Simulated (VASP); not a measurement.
# PbSe (scan) (Fm-3m) in VASP: notebook, part 2 of 2

VASP 6.6.1. The steps go on from the part before.

### 4 Single point, r2SCAN

This run uses another cell than the first one, of 29.47 Å³/atom, 1.026 times its volume.

POSCAR reads:

```
PbSe
1.0
    0.0000000000      3.0886779564      3.0886779564
    3.0886779564      0.0000000000      3.0886779564
    3.0886779564      3.0886779564      0.0000000000
Pb Se
1 1
Direct
    0.0000000000      0.0000000000      0.0000000000
    0.5000000000      0.5000000000      0.5000000000
```

INCAR.step1 reads:

```
SYSTEM = PbSe
PREC = Accurate ; ENCUT = 520
ISMEAR = 0 ; SIGMA = 0.01
LREAL = .FALSE. ; LASPH = .TRUE.
NELM = 60 ; NBANDS = 17
GGA = PE ; ALGO = Normal
EDIFF = 1E-4 ; LWAVE = .TRUE.
LCHARG = .FALSE.
```

INCAR.step2 reads:

```
SYSTEM = PbSe
PREC = Accurate ; ENCUT = 520
EDIFF = 1E-7 ; ISMEAR = 0
SIGMA = 0.01 ; LREAL = .FALSE.
LASPH = .TRUE. ; NELM = 60
ALGO = Normal ; ISIF = 2
LWAVE = .FALSE. ; LCHARG = .FALSE.
METAGGA = R2SCAN ; LMIXTAU = .TRUE.
NBANDS = 17 ; ISTART = 1
```

KPOINTS reads:

```
regular mesh
0
G
  8 8 8
  0 0 0
```

Potentials or basis: VASP PAW PBE potentials, release 64 (Pb_d, Se).

Started as:

```console
cat potpaw_PBE.64/Pb_d/POTCAR potpaw_PBE.64/Se/POTCAR > POTCAR
cp INCAR.step1 INCAR
mpirun -np 1 vasp_std > vasp.out
cp INCAR.step2 INCAR
mpirun -np 1 vasp_std > vasp.out
```

OUTCAR:

```text
SYSTEM = PbSe
   PREC = Accurate
   ENCUT = 520
   EDIFF = 1E-7
   ISMEAR = 0
   LREAL = .FALSE.
   LASPH = .TRUE.
   NELM = 60
   ISIF = 2
   METAGGA = R2SCAN
   ISTART = 1

 ion  position               nearest neighbor table
   1  0.000  0.000  0.000-   2 3.09   2 3.09   2 3.09   2 3.09   2 3.09   2 3.09
   2  0.500  0.500  0.500-   1 3.09   1 3.09   1 3.09   1 3.09   1 3.09   1 3.09

  LATTYP: Found a face centered cubic cell.
 ALAT       =     6.1773559128

  Lattice vectors:

 A1 = (   0.0000000000,   3.0886779564,   3.0886779564)
 A2 = (   3.0886779564,   0.0000000000,   3.0886779564)
 A3 = (   3.0886779564,   3.0886779564,   0.0000000000)

Analysis of symmetry for initial positions (statically):
=====================================================================
 Subroutine PRICEL returns:
 Original cell was already a primitive cell.

 Routine SETGRP: Setting up the symmetry group for a
 face centered cubic supercell.

 Subroutine GETGRP returns: Found 48 space group operations
 (whereof 48 operations were pure point group operations)
 out of a pool of 48 trial point group operations.

The static configuration has the point symmetry O_h .

Analysis of symmetry for dynamics (positions and initial velocities):
=====================================================================
 Subroutine PRICEL returns:
 Original cell was already a primitive cell.

 Routine SETGRP: Setting up the symmetry group for a
 face centered cubic supercell.

 Subroutine GETGRP returns: Found 48 space group operations
 (whereof 48 operations were pure point group operations)
 out of a pool of 48 trial point group operations.

The dynamic configuration has the point symmetry O_h .

 Subroutine INISYM returns: Found 48 space group operations
 (whereof 48 operations are pure point group operations),
 and found     1 'primitive' translations

----------------------------------------------------------------------------------------

                                     Primitive cell

  volume of cell :      58.9316

  direct lattice vectors                    reciprocal lattice vectors
     0.000000000  3.088677956  3.088677956    -0.161881558  0.161881558  0.161881558
     3.088677956  0.000000000  3.088677956     0.161881558 -0.161881558  0.161881558
     3.088677956  3.088677956  0.000000000     0.161881558  0.161881558 -0.161881558

  length of vectors
     4.368050256  4.368050256  4.368050256     0.280387083  0.280387083  0.280387083

  position of ions in fractional coordinates (direct lattice)
     0.000000000  0.000000000  0.000000000
     0.500000000  0.500000000  0.500000000

  ion indices of the primitive-cell ions
   primitive index   ion index
                 1           1
                 2           2

----------------------------------------------------------------------------------------

 KPOINTS: regular mesh

Automatic generation of k-mesh.
 Grid dimensions read from file:
 generate k-points for:    8    8    8

 Generating k-lattice:

  Cartesian coordinates                     Fractional coordinates (reciprocal lattice)
    -0.020235195  0.020235195  0.020235195     0.125000000  0.000000000  0.000000000
     0.020235195 -0.020235195  0.020235195     0.000000000  0.125000000  0.000000000
     0.020235195  0.020235195 -0.020235195     0.000000000  0.000000000  0.125000000

  Length of vectors
     0.035048385  0.035048385  0.035048385

  Shift w.r.t. Gamma in fractional coordinates (k-lattice)
     0.000000000  0.000000000  0.000000000

 Subroutine IBZKPT returns following result:
 ===========================================

 Found     29 irreducible k-points:

 Following reciprocal coordinates:
            Coordinates               Weight
  0.000000  0.000000  0.000000      1.000000
  0.125000  0.000000  0.000000      8.000000
  0.250000  0.000000  0.000000      8.000000
  0.375000  0.000000  0.000000      8.000000
  0.500000  0.000000  0.000000      4.000000
  0.125000  0.125000  0.000000      6.000000
[... 16 lines left out ...]
  0.500000  0.250000  0.125000     48.000000
 -0.375000  0.250000  0.125000     24.000000
 [... further k-points ...]
   k-points           NKPTS =     29   k-points in BZ     NKDIM =     29   number of bands    NBANDS=     17
   number of dos      NEDOS =    301   number of ions     NIONS =      2
   total plane-waves  NPLWV =  32768
   dimension x,y,z NGX =    32 NGY =   32 NGZ =   32
   dimension x,y,z NGXF=    64 NGYF=   64 NGZF=   64
   ions per type =               1   1
   NGX,Y,Z   is equivalent  to a cutoff of  12.18, 12.18, 12.18 a.u.
   NGXF,Y,Z  is equivalent  to a cutoff of  24.36, 24.36, 24.36 a.u.
 SYSTEM =  PbSe
   PREC   = accura    normal or accurate (medium, high low for compatibility)
   ISTART =      1    job   : 0-new  1-cont  2-samecut
   ICHARG =      0    charge: 1-file 2-atom 10-const
   ISPIN  =      1    spin polarized calculation?
   LNONCOLLINEAR =      F non collinear calculations
   LSORBIT =      F    spin-orbit coupling
   LASPH  =      T    aspherical Exc in radial PAW
   ENCUT  =  520.0 eV  38.22 Ry    6.18 a.u.   8.12  8.12  8.12*2*pi/ulx,y,z
   NELM   =     60;   NELMIN=  2; NELMDL=  0     # of ELM steps
   EDIFF  = 0.1E-06   stopping-criterion for ELM
   LREAL  =      F    real-space projection
   EDIFFG = 0.1E-05   stopping-criterion for IOM
   NSW    =      0    number of steps for IOM
   IBRION =     -1    ionic relax: 0-MD 1-quasi-New 2-CG
   NFREE  =      0    steps in history (QN), initial steepest desc. (CG)
   ISIF   =      2    stress and relaxation
   ISYM   =      2    0-nonsym 1-usesym 2-fastsym
   POTIM  = 0.5000    time-step for ionic-motion
   TEBEG  =    0.0;   TEEND  =   0.0 temperature during run
   PSTRESS=    0.0 pullay stress
   NELECT =      20.0000    total number of electrons
   NUPDOWN=      -1.0000    fix difference up-down
   EMIN   =  10.00;   EMAX   =-10.00  energy-range for DOS
   EFERMI =   0.00;   METHOD = LEGACY
   ISMEAR =     0;   SIGMA  =   0.01  broadening in eV -4-tet -1-fermi 0-gaus
   EFERMI_NEDOS =   21; number of points for ismear=-14 and -15
   IALGO  =     38    algorithm
   IMIX   =      4    mixing-type and parameters
     AMIX     =   0.40;   BMIX     =  1.00
     AMIX_MAG =   1.60;   BMIX_MAG =  1.00
  volume/ion in A,a.u.               =      29.47       198.84
  Fermi-wavevector in a.u.,A,eV,Ry     =   1.141920  2.157915 17.741731  1.303980
  Thomas-Fermi vector in A             =   2.278619
   LORBIT       =      0    0 simple, 1 ext, 2 COOP (PROOUT), +10 PAW based schemes
   METAGGA = R2SCAN    functional components
   LHFCALC =     F    Hartree Fock is set to
   AEXX    =    0.0000 exact exchange contribution
   IVDW    =     0    specifies the selected vdW correction
   LEPSILON=     F    determine dielectric tensor
   LRPA    =     F    only Hartree local field effects (RPA)
 non-spin polarized calculation
 Gauss-broadening in eV      SIGMA  =   0.01
  energy-cutoff  :      520.00
  volume of cell :       58.93
 maximum number of plane-waves:      1604
   NGX = 17   NGY = 17   NGZ = 17

 number of electron      19.9999993 magnetization

 Free energy of the ion-electron system (eV)
  ---------------------------------------------------
  ext. energy  EPLUGINS =         0.00000000
  ---------------------------------------------------
  free energy    TOTEN  =       -71.93937575 eV

  energy without entropy =      -71.93937575  energy(sigma->0) =      -71.93937575

 E-fermi :   4.5979     XC(G=0):  -9.9331

 val. band max:        4.5565914235   @ k =   0.5000   0.0000   0.0000
 cond. band min:       5.2266713702   @ k =   0.5000   0.0000   0.0000
 fundamental gap:      0.6700799466
 Fermi energy:         4.5979359763

 k-point     1 :       0.0000    0.0000    0.0000
  band No.  band energies     occupation
      1     -12.8454      2.00000
      2     -12.8454      2.00000
      3     -12.8454      2.00000
      4     -12.8406      2.00000
      5     -12.8406      2.00000
      6      -9.3331      2.00000
[... 9 lines left out ...]
     16      11.5958      0.00000
     17      13.2940      0.00000

 k-point     2 :       0.1250    0.0000    0.0000
  band No.  band energies     occupation
      1     -12.8455      2.00000
      2     -12.8455      2.00000
      3     -12.8448      2.00000
      4     -12.8396      2.00000
      5     -12.8396      2.00000
      6      -9.2164      2.00000
[... 9 lines left out ...]
     16      11.9395      0.00000
     17      14.3400      0.00000
[... 421 lines left out ...]
 k-point    24 :      -0.3750    0.2500    0.1250
  band No.  band energies     occupation
      1     -12.8950      2.00000
      2     -12.8530      2.00000
      3     -12.8354      2.00000
      4     -12.8267      2.00000
      5     -12.8134      2.00000
      6      -8.1103      2.00000
[... 9 lines left out ...]
     16      15.9540      0.00000
     17      16.1286      0.00000

 [... further k-points ...]
[... 5 lines left out ...]
  --------------------------------------------------------------------------------------
  -------------------------------------------------------------------------------------
  Total        0.0036241      0.0036241      0.0036241     -0.0000000      0.0000000     -0.0000000
  in kB        0.0985294      0.0985294      0.0985294     -0.0000000      0.0000000     -0.0000000
  external PRESSURE =       0.0985294 kB  Pullay stress =       0.0000000 kB

 VOLUME and BASIS-vectors are now :
 -----------------------------------------------------------------------------
  energy-cutoff  :      520.00
  volume of cell :       58.93
      direct lattice vectors                 reciprocal lattice vectors
     0.000000000  3.088677956  3.088677956    -0.161881558  0.161881558  0.161881558
     3.088677956  0.000000000  3.088677956     0.161881558 -0.161881558  0.161881558
     3.088677956  3.088677956  0.000000000     0.161881558  0.161881558 -0.161881558

 POSITION                                       TOTAL-FORCE (eV/Angst)
 -----------------------------------------------------------------------------------
      0.00000      0.00000      0.00000        -0.000000      0.000000     -0.000000
      3.08868      3.08868      3.08868         0.000000     -0.000000      0.000000
 -----------------------------------------------------------------------------------
    total drift:                                0.000000     -0.000000     -0.000000

  FREE ENERGIE OF THE ION-ELECTRON SYSTEM (eV)
  ---------------------------------------------------
  free  energy   TOTEN  =       -71.9393757506 eV

  energy  without entropy=      -71.9393757506  energy(sigma->0) =      -71.93937575
```

Wall time 78 s (1 thread of Intel Xeon Platinum 8259CL at 2.50GHz (Skylake/Cascade Lake), shared host); peak memory 0.2 GiB.

Results:

| Quantity | Value |
| --- | --- |
| Free energy | -71.9394 eV |
| Pressure | 0.0 GPa |
| Band gap on the k mesh | 0.67 eV, direct |

Levels at points of the mesh, in eV from the valence-band top:
```tsv
k point	band 8	band 9	band 10	band 11	band 12	band 13
(0.00, 0.00, 0.00)	-1.88	-1.88	-1.88	5.00	5.00	5.00
(0.50, 0.00, 0.00)	-1.48	-1.48	0.00	0.67	2.00	2.00
(0.50, 0.50, 0.00)	-4.90	-3.19	-3.19	4.16	5.91	5.91
```

Caveat: the PAW data sets were made with another functional, which shifts forces and pressure a little; spin-orbit coupling is left out, which moves the levels of the heavy elements. A k mesh can miss the band edges.

### 5 Single point, r2SCAN

This run uses another cell than the first one, of 29.47 Å³/atom, 1.026 times its volume.

POSCAR is that of step 4.

INCAR.step1 reads:

```
PREC = Accurate
ENCUT = 520
ISMEAR = 0
SIGMA = 0.01
LREAL = F
LASPH = T
NELM = 60
NBANDS = 17
GGA = PE
ALGO = Normal
EDIFF = 1E-4
LWAVE = T
LCHARG = F
```

INCAR.step2 reads:

```
PREC = Accurate
ENCUT = 520
EDIFF = 1E-6
ISMEAR = 0
SIGMA = 0.01
LREAL = F
LASPH = T
NELM = 60
ALGO = Normal
ISIF = 2
LWAVE = F
LCHARG = F
METAGGA = R2SCAN
LMIXTAU = T
NBANDS = 17
ISTART = 1
```

KPOINTS reads:

```
Automatic mesh
0
Gamma
  8 8 8
```

Started as:

```console
cat potpaw_PBE.64/Pb_d/POTCAR potpaw_PBE.64/Se/POTCAR > POTCAR
cp INCAR.step1 INCAR
mpirun -np 1 vasp_std > vasp.out
cp INCAR.step2 INCAR
mpirun -np 1 vasp_std > vasp.out
```

Run time: 64 s. Hardware: 1 thread of Intel Xeon Platinum 8259CL at 2.50GHz (Skylake/Cascade Lake), shared host; peak memory 0.2 GiB.

It converged, with:

```yaml
Free_energy: -71.9394 eV
Pressure: 0.0 GPa
Band_gap_on_the_k_mesh: 0.67 eV, direct
```

Levels at points of the mesh, in eV from the valence-band top:
```csv
k point,band 7,band 8,band 9,band 10,band 11,band 12,band 13,band 14
"(0.00, 0.00, 0.00)",-6.38,-1.88,-1.88,-1.88,5.00,5.00,5.00,7.04
"(0.50, 0.00, 0.00)",-8.89,-1.48,-1.48,0.00,0.67,2.00,2.00,9.07
"(0.50, 0.50, 0.00)",-7.48,-4.90,-3.19,-3.19,4.16,5.91,5.91,6.37
```

Caveat: the PAW data sets were made with another functional, which shifts forces and pressure a little; spin-orbit coupling is left out, which moves the levels of the heavy elements.

### 6 Relaxation of cell and atoms, r2SCAN

POSCAR reads:

```
PbSe
1.0
    0.0000000000      3.0620000000      3.0620000000
    3.0620000000      0.0000000000      3.0620000000
    3.0620000000      3.0620000000      0.0000000000
Pb Se
1 1
Direct
    0.0000000000      0.0000000000      0.0000000000
    0.5000000000      0.5000000000      0.5000000000
```

INCAR.step1 reads:

```
  PREC = Accurate
  ENCUT = 600
  ISMEAR = 0
  SIGMA = 0.02
  LREAL = F
  LASPH = T
  NELM = 80
  GGA = PE
  ALGO = Normal
  EDIFF = 1E-4
  LWAVE = T
  LCHARG = F
```

INCAR.step2 reads:

```
  PREC = Accurate
  ENCUT = 600
  EDIFF = 1E-6
  ISMEAR = 0
  SIGMA = 0.02
  LREAL = F
  LASPH = T
  NELM = 80
  ALGO = Normal
  ISIF = 3
  LWAVE = F
  LCHARG = F
  METAGGA = R2SCAN
  LMIXTAU = T
  IBRION = 2
  NSW = 100
  EDIFFG = -0.002
  ISTART = 1
```

KPOINTS is that of step 5.

Potentials or basis: VASP PAW PBE potentials, release 64 (Pb_d, Se).

Started as:

```console
cat potpaw_PBE.64/Pb_d/POTCAR potpaw_PBE.64/Se/POTCAR > POTCAR
cp INCAR.step1 INCAR
mpirun -np 1 vasp_std > vasp.out
cp INCAR.step2 INCAR
mpirun -np 1 vasp_std > vasp.out
```

Wall time 4 min (1 thread of Intel Xeon Platinum 8259CL at 2.50GHz (Skylake/Cascade Lake), shared host); peak memory 0.25 GiB.

The run converged. Its results:

```yaml
Free_energy: -71.9399 eV
Relaxed_volume: 29.48 Å³/atom
Relaxed_cell: a = 4.369 Å, b = 4.369 Å, c = 4.369 Å, α = 60.00°, β = 60.00°, γ = 60.00°
Space_group_after_relaxing_to_0.05_Å: Fm-3m (No. 225)
Energy_gained_by_relaxing: 3.5 meV/atom
Ionic_steps: 3
Pressure_after_relaxing: 0.0 GPa
Band_gap_on_the_k_mesh: 0.67 eV, direct
```

The path:
```
step  energy change (eV)  largest force (eV/Å)  pressure (GPa)  volume (Å³)
   1              0.0000                0.0000            1.47        57.42
   2             -0.0057                0.0000           -0.56        59.63
   3             -0.0069                0.0000            0.00        58.97
```

Final structure:
```
Pb Se
1.0
     0.00000    3.08929    3.08929
     3.08929    0.00000    3.08929
     3.08929    3.08929    0.00000
Pb Se
1 1
Direct
  0.00000 0.00000 0.00000
  0.50000 0.50000 0.50000
```

Levels at points of the mesh, in eV from the valence-band top:
```csv
k point,band 6,band 7,band 8,band 9,band 10,band 11,band 12,band 13,band 14
"(0.00, 0.00, 0.00)",-13.88,-6.38,-1.87,-1.87,-1.87,5.00,5.00,5.00,7.04
"(0.50, 0.00, 0.00)",-12.85,-8.88,-1.47,-1.47,0.00,0.67,2.00,2.00,9.07
"(0.50, 0.50, 0.00)",-12.49,-7.48,-4.89,-3.19,-3.19,4.16,5.91,5.91,6.37
```

Caveat: the PAW data sets were made with another functional, which shifts forces and pressure a little; spin-orbit coupling is left out, which moves the levels of the heavy elements.

### 7 The runs side by side

```csv
task,cell,k mesh,cutoff (eV),smearing,gap on the mesh (eV),pressure (GPa)
single point,"a = 4.330 Å, angles 60.0°, 2 atoms",6 × 6 × 6,520,gaussian 0.1 eV,0.58,1.4
single point,"a = 4.368 Å, angles 60.0°, 2 atoms",8 × 8 × 8,520,gaussian 0.02 eV,0.67,0.0
single point,"a = 4.368 Å, angles 60.0°, 2 atoms",8 × 8 × 8,520,gaussian 0.01 eV,0.67,0.0
relaxation of cell and atoms,"relaxed from a = 4.330 Å, angles 60.0°, 2 atoms",8 × 8 × 8,600,gaussian 0.02 eV,0.67,0.0
```

Alike in all rows: level r2SCAN; potentials or basis VASP PAW PBE potentials, release 64 (Pb_d, Se); no spin polarisation.

Caveats: the PAW data sets were made with another functional, which shifts forces and pressure a little; spin-orbit coupling is left out, which moves the levels of the heavy elements.

Total energies depend on the potentials used, so only differences within one code and one set of settings carry meaning.
